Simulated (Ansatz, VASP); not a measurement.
Two plane-wave programs on SiC

```xyz
8
Lattice="-3.0760 0.0000 0.0000 -1.5380 -2.6639 0.0000 -0.7692 -0.4441 10.0960" Properties=species:S:1:pos:R:3 pbc="T T T"
Si   -1.5380   -0.8880    6.6003
Si   -1.5380   -0.8880    1.5523
Si   -3.0760   -1.7759    9.1243
Si   -3.0760   -1.7759    4.0763
C    -1.5380   -0.8880    8.5437
C    -1.5380   -0.8880    3.4957
C    -3.0760   -1.7759    0.9717
C    -3.0760   -1.7759    6.0197
```

Alike in both runs: task single point; functional r2SCAN; k mesh 8 × 8 × 3; occupations gaussian, width 0.05 eV; no spin polarisation.

|  | VASP | Ansatz |
| --- | --- | --- |
| version | VASP 6.6.1 | Ansatz 0.2.0 |
| potentials or method | VASP PAW PBE potentials, release 64 (Si, C), cutoff 520 eV | scalar-relativistic, plane waves, PAW |
| valence electrons in the cell | 32 | 32 |

Ansatz gave:

```
gap on the k mesh at the Fermi level (eV)                     : 1.35
least direct gap on the mesh (eV)                             : 2.87
pressure (GPa)                                                : -0.6
traceless stress, the component that is largest in VASP (GPa) : 7.59
rms of the force components (eV/Å)                            : 0.692
```

Problem. Estimate VASP's values.

Solution. gap on the k mesh at the Fermi level (eV): 1.36; least direct gap on the mesh (eV): 2.87; pressure (GPa): -0.7; traceless stress, the component that is largest in VASP (GPa): 7.64; rms of the force components (eV/Å): 0.692.

VASP's potentials were made for PBE, not for r2SCAN. Atom by atom the forces differ by 0.004 eV/Å (rms over components). The functional is the same, so the differences come from potentials, cutoffs and numerics.
